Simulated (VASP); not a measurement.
# Ca12Bi4PN3 (a cell with a defect) in VASP: relaxation of the atoms with PBE

Aim: the relaxation of the atoms of Ca12Bi4PN3 (a cell with a defect) with PBE.

Program: VASP 6.6.1. These are calculated values, not measurements. Logs are shortened: lines on timing, memory, paths and dates and some standing lists are left out, and cuts for length are marked.

### Step 1. The cell of the first run

The cell holds a defect, 20 atoms: a = 8.467 Å, b = 8.467 Å, c = 8.467 Å, α = 109.47°, β = 109.47°, γ = 109.47°.

### Step 2. Relaxation of the atoms, PBE

Input file INCAR:

```
SYSTEM = Ca12Bi4PN3
ALGO     = Normal         ! electronic algorithm
EDIFF    = 1E-6           ! SCF threshold, eV
EDIFFG   = -0.03          ! ionic threshold
ENCUT    = 520            ! plane-wave cutoff, eV
GGA      = PE             ! functional
IBRION   = 2              ! ionic algorithm
ISIF     = 2              ! what is computed and relaxed
ISMEAR   = -1             ! smearing method
KPAR     = 2            
LASPH    = .TRUE.         ! aspherical terms in the spheres
LCHARG   = .FALSE.        ! write CHGCAR
LREAL    = Auto         
LWAVE    = .FALSE.        ! write WAVECAR
NELM     = 100            ! most SCF steps
NSW      = 60             ! ionic steps
PREC     = Accurate       ! precision mode
SIGMA    = 0.01           ! smearing width, eV
```

Input file KPOINTS:

```
k-points
0
G
  3 3 3
  0 0 0
```

Input file POSCAR:

```
Ca12Bi4PN3
1.0
   -4.8884000000      4.8884000000      4.8884000000
    4.8884000000     -4.8884000000      4.8884000000
    4.8884000000      4.8884000000     -4.8884000000
Ca Bi P N
12 4 1 3
Direct
    0.5000000000      0.2500000000      0.2500000000
    0.0000000000      0.7500000000      0.2500000000
    0.0000000000      0.2500000000      0.7500000000
    0.5000000000      0.7500000000      0.7500000000
    0.2500000000      0.5000000000      0.2500000000
    0.7500000000      0.0000000000      0.2500000000
    0.7500000000      0.5000000000      0.7500000000
    0.2500000000      0.0000000000      0.7500000000
    0.2500000000      0.2500000000      0.5000000000
    0.7500000000      0.7500000000      0.5000000000
    0.7500000000      0.2500000000      0.0000000000
    0.2500000000      0.7500000000      0.0000000000
    0.0000000000      0.0000000000      0.0000000000
    0.5000000000      0.5000000000      0.0000000000
    0.5000000000      0.0000000000      0.5000000000
    0.0000000000      0.5000000000      0.5000000000
    0.5000000000      0.5000000000      0.5000000000
    0.0000000000      0.0000000000      0.5000000000
    0.0000000000      0.5000000000      0.0000000000
    0.5000000000      0.0000000000      0.0000000000
```

Potentials or basis: VASP PAW PBE potentials, release 64 (Ca_sv, Bi_d, P, N).

Command:

```
> cat potpaw_PBE.64/Ca_sv/POTCAR potpaw_PBE.64/Bi_d/POTCAR potpaw_PBE.64/P/POTCAR potpaw_PBE.64/N/POTCAR > POTCAR
> mpirun -np 2 vasp_std > vasp.out
```

OUTCAR:

```text
SYSTEM = Ca12Bi4PN3
   EDIFF = 1E-6
   EDIFFG = -0.03
   ENCUT = 520
   GGA = PE
   IBRION = 2
   ISIF = 2
   ISMEAR = -1
   LASPH = .TRUE.
   LREAL = Auto
   NELM = 100
   NSW = 60
   PREC = Accurate

 ion  position               nearest neighbor table
   1  0.500  0.250  0.250-  17 2.44  20 2.44  16 3.46  14 3.46  15 3.46  13 3.46
   2  0.000  0.750  0.250-  18 2.44  19 2.44  16 3.46  13 3.46  15 3.46  14 3.46
   3  0.000  0.250  0.750-  18 2.44  19 2.44  16 3.46  13 3.46  14 3.46  15 3.46
   4  0.500  0.750  0.750-  17 2.44  20 2.44  15 3.46  13 3.46  14 3.46  16 3.46
   5  0.250  0.500  0.250-  17 2.44  19 2.44  16 3.46  14 3.46  15 3.46  13 3.46
   6  0.750  0.000  0.250-  18 2.44  20 2.44  16 3.46  13 3.46  15 3.46  14 3.46
   7  0.750  0.500  0.750-  17 2.44  19 2.44  16 3.46  13 3.46  14 3.46  15 3.46
   8  0.250  0.000  0.750-  18 2.44  20 2.44  15 3.46  13 3.46  14 3.46  16 3.46
   9  0.250  0.250  0.500-  17 2.44  18 2.44  16 3.46  14 3.46  15 3.46  13 3.46
  10  0.750  0.750  0.500-  17 2.44  18 2.44  16 3.46  13 3.46  15 3.46  14 3.46
  11  0.750  0.250  0.000-  19 2.44  20 2.44  16 3.46  13 3.46  14 3.46  15 3.46
  12  0.250  0.750  0.000-  19 2.44  20 2.44  15 3.46  13 3.46  14 3.46  16 3.46
  13  0.000  0.000  0.000-   1 3.46   2 3.46   3 3.46   5 3.46   6 3.46   8 3.46   9 3.46  11 3.46
                            12 3.46  10 3.46   7 3.46   4 3.46
  14  0.500  0.500  0.000-   1 3.46   2 3.46   4 3.46   5 3.46   6 3.46   7 3.46  10 3.46  11 3.46
                            12 3.46   9 3.46   8 3.46   3 3.46
  15  0.500  0.000  0.500-   1 3.46   3 3.46   4 3.46   6 3.46   7 3.46   8 3.46   9 3.46  10 3.46
                            11 3.46  12 3.46   5 3.46   2 3.46
  16  0.000  0.500  0.500-   2 3.46   3 3.46   4 3.46   5 3.46   7 3.46   8 3.46   9 3.46  10 3.46
                            12 3.46  11 3.46   6 3.46   1 3.46
  17  0.500  0.500  0.500-   1 2.44   4 2.44   5 2.44   7 2.44   9 2.44  10 2.44
  18  0.000  0.000  0.500-   2 2.44   3 2.44   6 2.44   8 2.44   9 2.44  10 2.44
  19  0.000  0.500  0.000-   2 2.44   3 2.44   5 2.44   7 2.44  11 2.44  12 2.44
  20  0.500  0.000  0.000-   1 2.44   4 2.44   6 2.44   8 2.44  11 2.44  12 2.44

  LATTYP: Found a body centered cubic cell.
 ALAT       =     9.7768000000

  Lattice vectors:

 A1 = (  -4.8884000000,   4.8884000000,   4.8884000000)
 A2 = (   4.8884000000,  -4.8884000000,   4.8884000000)
 A3 = (   4.8884000000,   4.8884000000,  -4.8884000000)

Analysis of symmetry for initial positions (statically):
=====================================================================
 Subroutine PRICEL returns:
 Original cell was already a primitive cell.

 Routine SETGRP: Setting up the symmetry group for a
 body centered cubic supercell.

[... 146 lines left out ...]
   NELECT =     200.0000    total number of electrons
   NUPDOWN=      -1.0000    fix difference up-down
   EMIN   =  10.00;   EMAX   =-10.00  energy-range for DOS
   EFERMI =   0.00;   METHOD = LEGACY
   ISMEAR =    -1;   SIGMA  =   0.01  broadening in eV -4-tet -1-fermi 0-gaus
   EFERMI_NEDOS =   21; number of points for ismear=-14 and -15
   IALGO  =     38    algorithm
   IMIX   =      4    mixing-type and parameters
     AMIX     =   0.40;   BMIX     =  1.00
     AMIX_MAG =   1.60;   BMIX_MAG =  1.00
  volume/ion in A,a.u.               =      23.36       157.66
  Fermi-wavevector in a.u.,A,eV,Ry     =   1.233762  2.331472 20.710366  1.522169
  Thomas-Fermi vector in A             =   2.368479
   LORBIT       =      0    0 simple, 1 ext, 2 COOP (PROOUT), +10 PAW based schemes
   GGA     = PE    functional components
   LHFCALC =     F    Hartree Fock is set to
   AEXX    =    0.0000 exact exchange contribution
   IVDW    =     0    specifies the selected vdW correction
   LEPSILON=     F    determine dielectric tensor
   LRPA    =     F    only Hartree local field effects (RPA)
 conjugate gradient relaxation of ions
 non-spin polarized calculation
  energy-cutoff  :      520.00
  volume of cell :      467.26
 maximum number of plane-waves:     12623
   NGX = 31   NGY = 31   NGZ = 31

--------------------------------------- Ionic step        1  -------------------------------------------

 number of electron     200.0000001 magnetization

 Free energy of the ion-electron system (eV)
  ---------------------------------------------------
  ext. energy  EPLUGINS =         0.00000000
  ---------------------------------------------------
  free energy    TOTEN  =       -87.08491811 eV

  energy without entropy =      -87.08491808  energy(sigma->0) =      -87.08491810

------------------------ aborting loop because EDIFF is reached ----------------------------------------

  FORCE on cell =-STRESS in cart. coord.  units (eV):
  Direction    XX          YY          ZZ          XY          YZ          ZX
  --------------------------------------------------------------------------------------
  -------------------------------------------------------------------------------------
  Total       17.9401290     17.9401290     17.9401290     -0.0000000      0.0000000      0.0000000
  in kB       61.5142801     61.5142801     61.5142801     -0.0000000      0.0000000      0.0000000
  external PRESSURE =      61.5142801 kB  Pullay stress =       0.0000000 kB
[... 95 lines left out ...]
--------------------------------------- Ionic step        3  -------------------------------------------

 number of electron     200.0000001 magnetization

 Free energy of the ion-electron system (eV)
  ---------------------------------------------------
  ext. energy  EPLUGINS =         0.00000000
  ---------------------------------------------------
  free energy    TOTEN  =       -88.52023106 eV

  energy without entropy =      -88.52022870  energy(sigma->0) =      -88.52022988

 E-fermi :   5.2614     XC(G=0):  -9.7117

 val. band max:        5.1622711497   @ k =   0.0000   0.0000   0.0000
 cond. band min:       5.3564683481   @ k =   0.0000   0.0000   0.0000
 fundamental gap:      0.1941971984
 Fermi energy:         5.2613971494

 k-point     1 :       0.0000    0.0000    0.0000
  band No.  band energies     occupation
      1     -35.7229      2.00000
      2     -35.6954      2.00000
      3     -35.6954      2.00000
      4     -35.6954      2.00000
      5     -35.6843      2.00000
      6     -35.6843      2.00000
[... 449 lines left out ...]
    111       7.3662      0.00000
    112       7.3662      0.00000
 [bands above 112 left out]

------------------------ aborting loop because EDIFF is reached ----------------------------------------

  FORCE on cell =-STRESS in cart. coord.  units (eV):
  Direction    XX          YY          ZZ          XY          YZ          ZX
  --------------------------------------------------------------------------------------
  -------------------------------------------------------------------------------------
  Total       15.8554288     15.8554288     15.8554288      0.0000000     -0.0000000     -0.0000000
  in kB       54.3661246     54.3661246     54.3661246      0.0000000     -0.0000000     -0.0000000
  external PRESSURE =      54.3661246 kB  Pullay stress =       0.0000000 kB
[... 35 lines left out ...]
  FREE ENERGIE OF THE ION-ELECTRON SYSTEM (eV)
  ---------------------------------------------------
  free  energy   TOTEN  =       -88.5202310562 eV

  energy  without entropy=      -88.5202286979  energy(sigma->0) =      -88.52022988

 reached required accuracy - stopping structural energy minimisation
```

Wall time 12 min (2 MPI ranks of Intel Xeon Platinum 8259CL at 2.50GHz (Skylake/Cascade Lake), shared host); peak memory 0.7 GiB.

Results:

```yaml
Free_energy: -88.5202 eV
Energy_gained_by_relaxing: 71.8 meV/atom
Ionic_steps: 3
Pressure_after_relaxing: 5.4 GPa
Band_gap_on_the_k_mesh: 0.19 eV
```

Step by step:
```
step  energy change (eV)  largest force (eV/Å)  pressure (GPa)
   1              0.0000                3.0985            6.15
   2             -1.4320                0.1431            5.43
   3             -1.4353                0.0014            5.44
```

Final structure:
```xyz
20
Lattice="-4.8884 4.8884 4.8884 4.8884 -4.8884 4.8884 4.8884 4.8884 -4.8884" Properties=species:S:1:pos:R:3 pbc="T T T"
Ca   -0.1571    2.4442    2.4442
Ca    4.8884   -2.4442    2.4442
Ca    4.8884    2.4442   -2.4442
Ca    5.0455    2.4442    2.4442
Ca    2.4442   -0.1571    2.4442
Ca   -2.4442    4.8884    2.4442
Ca    2.4442    5.0455    2.4442
Ca    2.4442    4.8884   -2.4442
Ca    2.4442    2.4442   -0.1571
Ca    2.4442    2.4442    5.0455
Ca   -2.4442    2.4442    4.8884
Ca    2.4442   -2.4442    4.8884
Bi    0.0000    0.0000    0.0000
Bi    0.0000    0.0000    4.8884
Bi    0.0000    4.8884    0.0000
Bi    4.8884    0.0000    0.0000
P     2.4442    2.4442    2.4442
N     2.4442    2.4442   -2.4442
N     2.4442   -2.4442    2.4442
N    -2.4442    2.4442    2.4442
```

Levels at points of the mesh, in eV from the valence-band top:
| k point | band 96 | band 97 | band 98 | band 99 | band 100 | band 101 | band 102 | band 103 | band 104 | band 105 |
| --- | --- | --- | --- | --- | --- | --- | --- | --- | --- | --- |
| (0.00, 0.00, 0.00) | -1.58 | -1.34 | 0.00 | 0.00 | 0.00 | 0.19 | 0.19 | 0.78 | 1.15 | 1.15 |

Caveat: spin-orbit coupling is left out, which moves the levels of the heavy elements.
